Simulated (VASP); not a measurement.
# BeS (F-43m) in VASP: further runs

The runs below take BeS through single point, with PBEsol.

Program: VASP 6.6.1. These are calculated values, not measurements. Logs are shortened: lines on timing, memory, paths and dates and some standing lists are left out, and cuts for length are marked.

### 1 The cell of the first run

It takes space group F-43m (No. 216, cubic). The conventional cell has a = 4.838 Å, b = 4.838 Å, c = 4.838 Å, α = 90.00°, β = 90.00°, γ = 90.00°. Be (site symmetry -43m) has 4 S at 2.09 Å within 2.8 Å. S (site symmetry -43m) has 4 Be at 2.09 Å within 2.8 Å.

### 2 Single point, PBEsol

Input file INCAR:

```
SYSTEM = BeS
PREC     = Accurate       ! precision mode
ENCUT    = 520            ! plane-wave cutoff, eV
EDIFF    = 1E-7           ! SCF threshold, eV
ISMEAR   = 0              ! smearing method
SIGMA    = 0.05           ! smearing width, eV
LREAL    = .FALSE.        ! projectors in reciprocal space
LASPH    = .TRUE.         ! aspherical terms in the spheres
NELM     = 60             ! most SCF steps
ALGO     = Normal         ! electronic algorithm
ISIF     = 2              ! what is computed and relaxed
LWAVE    = .FALSE.        ! write WAVECAR
LCHARG   = .FALSE.        ! write CHGCAR
GGA      = PS             ! functional
NBANDS   = 11             ! bands
```

Input file KPOINTS:

```
regular mesh
0
G
  10 10 10
  0 0 0
```

Input file POSCAR:

```
BeS
1.0
    0.0000000000      2.4189899955      2.4189899955
    2.4189899955      0.0000000000      2.4189899955
    2.4189899955      2.4189899955      0.0000000000
Be S
1 1
Direct
    0.0000000000      0.0000000000      0.0000000000
    0.7500000000      0.7500000000      0.7500000000
```

Potentials or basis: VASP PAW PBE potentials, release 64 (Be, S).

Run with:

```bash
$ cat potpaw_PBE.64/Be/POTCAR potpaw_PBE.64/S/POTCAR > POTCAR
$ mpirun -np 1 vasp_std > vasp.out
```

OUTCAR:

```text
SYSTEM = BeS
   PREC = Accurate
   ENCUT = 520
   EDIFF = 1E-7
   ISMEAR = 0
   LREAL = .FALSE.
   LASPH = .TRUE.
   NELM = 60
   ISIF = 2
   GGA = PS

 ion  position               nearest neighbor table
   1  0.000  0.000  0.000-   2 2.09   2 2.09   2 2.09   2 2.09
   2  0.750  0.750  0.750-   1 2.09   1 2.09   1 2.09   1 2.09

  LATTYP: Found a face centered cubic cell.
 ALAT       =     4.8379799910

  Lattice vectors:

 A1 = (   0.0000000000,   2.4189899955,   2.4189899955)
 A2 = (   2.4189899955,   0.0000000000,   2.4189899955)
 A3 = (   2.4189899955,   2.4189899955,   0.0000000000)

Analysis of symmetry for initial positions (statically):
=====================================================================
 Subroutine PRICEL returns:
 Original cell was already a primitive cell.

 Routine SETGRP: Setting up the symmetry group for a
 face centered cubic supercell.

 Subroutine GETGRP returns: Found 24 space group operations
 (whereof 24 operations were pure point group operations)
 out of a pool of 48 trial point group operations.

The static configuration has the point symmetry T_d .

Analysis of symmetry for dynamics (positions and initial velocities):
=====================================================================
 Subroutine PRICEL returns:
 Original cell was already a primitive cell.

 Routine SETGRP: Setting up the symmetry group for a
 face centered cubic supercell.

 Subroutine GETGRP returns: Found 24 space group operations
 (whereof 24 operations were pure point group operations)
 out of a pool of 48 trial point group operations.

The dynamic configuration has the point symmetry T_d .

 Subroutine INISYM returns: Found 24 space group operations
 (whereof 24 operations are pure point group operations),
 and found     1 'primitive' translations

----------------------------------------------------------------------------------------

                                     Primitive cell

  volume of cell :      28.3095

  direct lattice vectors                    reciprocal lattice vectors
     0.000000000  2.418989996  2.418989996    -0.206697837  0.206697837  0.206697837
     2.418989996  0.000000000  2.418989996     0.206697837 -0.206697837  0.206697837
     2.418989996  2.418989996  0.000000000     0.206697837  0.206697837 -0.206697837

  length of vectors
     3.420968459  3.420968459  3.420968459     0.358011156  0.358011156  0.358011156

  position of ions in fractional coordinates (direct lattice)
     0.000000000  0.000000000  0.000000000
     0.750000000  0.750000000  0.750000000

  ion indices of the primitive-cell ions
   primitive index   ion index
                 1           1
                 2           2

----------------------------------------------------------------------------------------

 KPOINTS: regular mesh

Automatic generation of k-mesh.
 Grid dimensions read from file:
 generate k-points for:   10   10   10

 Generating k-lattice:

  Cartesian coordinates                     Fractional coordinates (reciprocal lattice)
    -0.020669784  0.020669784  0.020669784     0.100000000  0.000000000  0.000000000
     0.020669784 -0.020669784  0.020669784     0.000000000  0.100000000  0.000000000
     0.020669784  0.020669784 -0.020669784     0.000000000  0.000000000  0.100000000

  Length of vectors
     0.035801116  0.035801116  0.035801116

  Shift w.r.t. Gamma in fractional coordinates (k-lattice)
     0.000000000  0.000000000  0.000000000

 Subroutine IBZKPT returns following result:
 ===========================================

 Found     47 irreducible k-points:

 Following reciprocal coordinates:
            Coordinates               Weight
  0.000000  0.000000  0.000000      1.000000
  0.100000  0.000000  0.000000      8.000000
  0.200000  0.000000  0.000000      8.000000
  0.300000  0.000000  0.000000      8.000000
  0.400000  0.000000  0.000000      8.000000
  0.500000  0.000000  0.000000      4.000000
[... 16 lines left out ...]
  0.300000  0.300000  0.000000      6.000000
  0.400000  0.300000  0.000000     24.000000
 [... further k-points ...]
   k-points           NKPTS =     47   k-points in BZ     NKDIM =     47   number of bands    NBANDS=     11
   number of dos      NEDOS =    301   number of ions     NIONS =      2
   total plane-waves  NPLWV =  21952
   dimension x,y,z NGX =    28 NGY =   28 NGZ =   28
   dimension x,y,z NGXF=    56 NGYF=   56 NGZF=   56
   ions per type =               1   1
   NGX,Y,Z   is equivalent  to a cutoff of  13.61, 13.61, 13.61 a.u.
   NGXF,Y,Z  is equivalent  to a cutoff of  27.21, 27.21, 27.21 a.u.
 SYSTEM =  BeS
   PREC   = accura    normal or accurate (medium, high low for compatibility)
   ISTART =      0    job   : 0-new  1-cont  2-samecut
   ICHARG =      2    charge: 1-file 2-atom 10-const
   ISPIN  =      1    spin polarized calculation?
   LNONCOLLINEAR =      F non collinear calculations
   LSORBIT =      F    spin-orbit coupling
   LASPH  =      T    aspherical Exc in radial PAW
   ENCUT  =  520.0 eV  38.22 Ry    6.18 a.u.   6.36  6.36  6.36*2*pi/ulx,y,z
   NELM   =     60;   NELMIN=  2; NELMDL= -5     # of ELM steps
   EDIFF  = 0.1E-06   stopping-criterion for ELM
   LREAL  =      F    real-space projection
   EDIFFG = 0.1E-05   stopping-criterion for IOM
   NSW    =      0    number of steps for IOM
   IBRION =     -1    ionic relax: 0-MD 1-quasi-New 2-CG
   NFREE  =      0    steps in history (QN), initial steepest desc. (CG)
   ISIF   =      2    stress and relaxation
   ISYM   =      2    0-nonsym 1-usesym 2-fastsym
   POTIM  = 0.5000    time-step for ionic-motion
   TEBEG  =    0.0;   TEEND  =   0.0 temperature during run
   PSTRESS=    0.0 pullay stress
   NELECT =       8.0000    total number of electrons
   NUPDOWN=      -1.0000    fix difference up-down
   EMIN   =  10.00;   EMAX   =-10.00  energy-range for DOS
   EFERMI =   0.00;   METHOD = LEGACY
   ISMEAR =     0;   SIGMA  =   0.05  broadening in eV -4-tet -1-fermi 0-gaus
   EFERMI_NEDOS =   21; number of points for ismear=-14 and -15
   IALGO  =     38    algorithm
   IMIX   =      4    mixing-type and parameters
     AMIX     =   0.40;   BMIX     =  1.00
     AMIX_MAG =   1.60;   BMIX_MAG =  1.00
  volume/ion in A,a.u.               =      14.15        95.52
  Fermi-wavevector in a.u.,A,eV,Ry     =   1.074305  2.030141 15.702896  1.154130
  Thomas-Fermi vector in A             =   2.210129
   LORBIT       =      0    0 simple, 1 ext, 2 COOP (PROOUT), +10 PAW based schemes
   GGA     = PS    functional components
   LHFCALC =     F    Hartree Fock is set to
   AEXX    =    0.0000 exact exchange contribution
   IVDW    =     0    specifies the selected vdW correction
   LEPSILON=     F    determine dielectric tensor
   LRPA    =     F    only Hartree local field effects (RPA)
 non-spin polarized calculation
 Gauss-broadening in eV      SIGMA  =   0.05
  energy-cutoff  :      520.00
  volume of cell :       28.31
 maximum number of plane-waves:       779
 NGX is ok and might be reduce to    28
   NGX = 13   NGY = 13   NGZ = 13

 number of electron       8.0000000 magnetization

 Free energy of the ion-electron system (eV)
  ---------------------------------------------------
  ext. energy  EPLUGINS =         0.00000000
  ---------------------------------------------------
  free energy    TOTEN  =       -10.56433453 eV

  energy without entropy =      -10.56433453  energy(sigma->0) =      -10.56433453

 E-fermi :   4.5062     XC(G=0):  -9.9316

 val. band max:        4.2217290784   @ k =   0.0000   0.0000   0.0000
 cond. band min:       7.1329407236   @ k =   0.5000   0.5000   0.0000
 fundamental gap:      2.9112116452
 Fermi energy:         4.5061965563

 k-point     1 :       0.0000    0.0000    0.0000
  band No.  band energies     occupation
      1      -9.5466      2.00000
      2       4.2217      2.00000
      3       4.2217      2.00000
      4       4.2217      2.00000
      5       9.8283      0.00000
      6       9.8283      0.00000
      7       9.8283      0.00000
      8       9.9904      0.00000
      9      17.0314      0.00000
     10      17.0314      0.00000
     11      18.9551      0.00000

 k-point     2 :       0.1000    0.0000    0.0000
  band No.  band energies     occupation
      1      -9.4301      2.00000
      2       3.3754      2.00000
      3       4.0853      2.00000
      4       4.0853      2.00000
      5       9.7472      0.00000
      6      10.0726      0.00000
      7      10.0726      0.00000
      8      10.9262      0.00000
      9      16.4859      0.00000
     10      16.4859      0.00000
     11      18.8327      0.00000

 k-point     3 :       0.2000    0.0000    0.0000
  band No.  band energies     occupation
      1      -9.0970      2.00000
      2       1.7038      2.00000
      3       3.7764      2.00000
      4       3.7764      2.00000
      5       9.7127      0.00000
      6      10.5603      0.00000
      7      10.5603      0.00000
      8      12.6086      0.00000
      9      15.9659      0.00000
     10      15.9659      0.00000
     11      18.4486      0.00000

 k-point     4 :       0.3000    0.0000    0.0000
  band No.  band energies     occupation
      1      -8.6093      2.00000
      2       0.0438      2.00000
      3       3.4616      2.00000
      4       3.4616      2.00000
      5       9.6750      0.00000
      6      10.8112      0.00000
      7      10.8112      0.00000
      8      14.1305      0.00000
      9      16.4179      0.00000
     10      16.4179      0.00000
     11      18.2560      0.00000
[... 239 lines left out ...]
 k-point    22 :      -0.2000    0.2000    0.0000
  band No.  band energies     occupation
      1      -8.4446      2.00000
      2       0.3931      2.00000
      3       1.8232      2.00000
      4       3.5220      2.00000
      5      10.4306      0.00000
      6      11.2404      0.00000
      7      11.5801      0.00000
      8      12.8921      0.00000
      9      14.7599      0.00000
     10      18.6021      0.00000
     11      19.7356      0.00000

 k-point    23 :       0.3000    0.3000    0.0000
  band No.  band energies     occupation
      1      -8.2978      2.00000
      2       0.7370      2.00000
      3       2.2084      2.00000
      4       2.2084      2.00000
      5       8.1659      0.00000
      6      10.0711      0.00000
      7      13.8927      0.00000
      8      13.8927      0.00000
      9      16.4208      0.00000
     10      18.8891      0.00000
     11      21.6037      0.00000

 k-point    24 :       0.4000    0.3000    0.0000
  band No.  band energies     occupation
      1      -7.9123      2.00000
      2      -0.0130      2.00000
      3       1.7140      2.00000
      4       1.9824      2.00000
      5       8.1284      0.00000
      6       9.9588      0.00000
      7      14.3619      0.00000
      8      14.4836      0.00000
      9      17.9495      0.00000
     10      19.6225      0.00000
     11      21.0261      0.00000

 [... further k-points ...]
[... 5 lines left out ...]
  --------------------------------------------------------------------------------------
  -------------------------------------------------------------------------------------
  Total        0.0270315      0.0270315      0.0270315     -0.0000000     -0.0000000      0.0000000
  in kB        1.5298501      1.5298501      1.5298501     -0.0000000     -0.0000000      0.0000000
  external PRESSURE =       1.5298501 kB  Pullay stress =       0.0000000 kB

 VOLUME and BASIS-vectors are now :
 -----------------------------------------------------------------------------
  energy-cutoff  :      520.00
  volume of cell :       28.31
      direct lattice vectors                 reciprocal lattice vectors
     0.000000000  2.418989996  2.418989996    -0.206697837  0.206697837  0.206697837
     2.418989996  0.000000000  2.418989996     0.206697837 -0.206697837  0.206697837
     2.418989996  2.418989996  0.000000000     0.206697837  0.206697837 -0.206697837

 POSITION                                       TOTAL-FORCE (eV/Angst)
 -----------------------------------------------------------------------------------
      0.00000      0.00000      0.00000        -0.000000     -0.000000     -0.000000
      3.62848      3.62848      3.62848         0.000000      0.000000      0.000000
 -----------------------------------------------------------------------------------
    total drift:                               -0.000000     -0.000000     -0.000000

  FREE ENERGIE OF THE ION-ELECTRON SYSTEM (eV)
  ---------------------------------------------------
  free  energy   TOTEN  =       -10.5643345266 eV

  energy  without entropy=      -10.5643345266  energy(sigma->0) =      -10.56433453
```

Wall time 36 s (1 thread of Intel Xeon 8259CL, shared host); peak memory 0.12 GiB.

What came out:

| Item | Value |
| --- | --- |
| Free energy | -10.5643 eV |
| Pressure | 0.2 GPa |
| Band gap on the k mesh | 2.91 eV, indirect (least direct gap 5.61 eV) |

Caveat: the PAW data sets were made with another functional, which shifts forces and pressure a little. A k mesh can miss the band edges.

### 3 Single point, PBEsol

Input file INCAR:

```
  ALGO = Normal
  EDIFF = 1E-6
  ENCUT = 520
  GGA = PS
  ISIF = 2
  ISMEAR = 0
  LASPH = T
  LCHARG = F
  LREAL = F
  LWAVE = F
  NBANDS = 11
  NELM = 100
  PREC = Accurate
  SIGMA = 0.02
```

Input file KPOINTS:

```
k-points
0
Gamma
  8 8 8
```

POSCAR is that of step 2.

Potentials or basis: VASP PAW PBE potentials, release 64 (Be, S).

Run with:

```bash
$ cat potpaw_PBE.64/Be/POTCAR potpaw_PBE.64/S/POTCAR > POTCAR
$ mpirun -np 1 vasp_std > vasp.out
```

OUTCAR:

```text
EDIFF = 1E-6
   ENCUT = 520
   GGA = PS
   ISIF = 2
   ISMEAR = 0
   LASPH = T
   LREAL = F
   NELM = 100
   PREC = Accurate

 ion  position               nearest neighbor table
   1  0.000  0.000  0.000-   2 2.09   2 2.09   2 2.09   2 2.09
   2  0.750  0.750  0.750-   1 2.09   1 2.09   1 2.09   1 2.09

  LATTYP: Found a face centered cubic cell.
 ALAT       =     4.8379799910

  Lattice vectors:

 A1 = (   0.0000000000,   2.4189899955,   2.4189899955)
 A2 = (   2.4189899955,   0.0000000000,   2.4189899955)
 A3 = (   2.4189899955,   2.4189899955,   0.0000000000)
[... 513 lines left out ...]
      7      13.3414      0.00000
      8      14.6769      0.00000
      9      15.6074      0.00000
     10      19.5684      0.00000
     11      20.1398      0.00000

 [... further k-points ...]
[... 5 lines left out ...]
  --------------------------------------------------------------------------------------
  -------------------------------------------------------------------------------------
  Total        0.0287551      0.0287551      0.0287551      0.0000000      0.0000000     -0.0000000
  in kB        1.6273955      1.6273955      1.6273955      0.0000000      0.0000000     -0.0000000
  external PRESSURE =       1.6273955 kB  Pullay stress =       0.0000000 kB

 VOLUME and BASIS-vectors are now :
 -----------------------------------------------------------------------------
  energy-cutoff  :      520.00
  volume of cell :       28.31
      direct lattice vectors                 reciprocal lattice vectors
     0.000000000  2.418989996  2.418989996    -0.206697837  0.206697837  0.206697837
     2.418989996  0.000000000  2.418989996     0.206697837 -0.206697837  0.206697837
     2.418989996  2.418989996  0.000000000     0.206697837  0.206697837 -0.206697837

 POSITION                                       TOTAL-FORCE (eV/Angst)
 -----------------------------------------------------------------------------------
      0.00000      0.00000      0.00000        -0.000000     -0.000000     -0.000000
      3.62848      3.62848      3.62848         0.000000      0.000000      0.000000
 -----------------------------------------------------------------------------------
    total drift:                               -0.000000     -0.000000     -0.000000

  FREE ENERGIE OF THE ION-ELECTRON SYSTEM (eV)
  ---------------------------------------------------
  free  energy   TOTEN  =       -10.5641125730 eV

  energy  without entropy=      -10.5641125730  energy(sigma->0) =      -10.56411257
```

Run time: 16 s. Hardware: 1 thread of Intel Xeon 8259CL, shared host; peak memory 0.15 GiB.

What came out:

```yaml
Free_energy: -10.5641 eV
Pressure: 0.2 GPa
Band_gap_on_the_k_mesh: 2.91 eV, indirect (least direct gap 5.61 eV)
```

Caveat: the PAW data sets were made with another functional, which shifts forces and pressure a little. A k mesh can miss the band edges.

(Continued in part 2 of 2.)
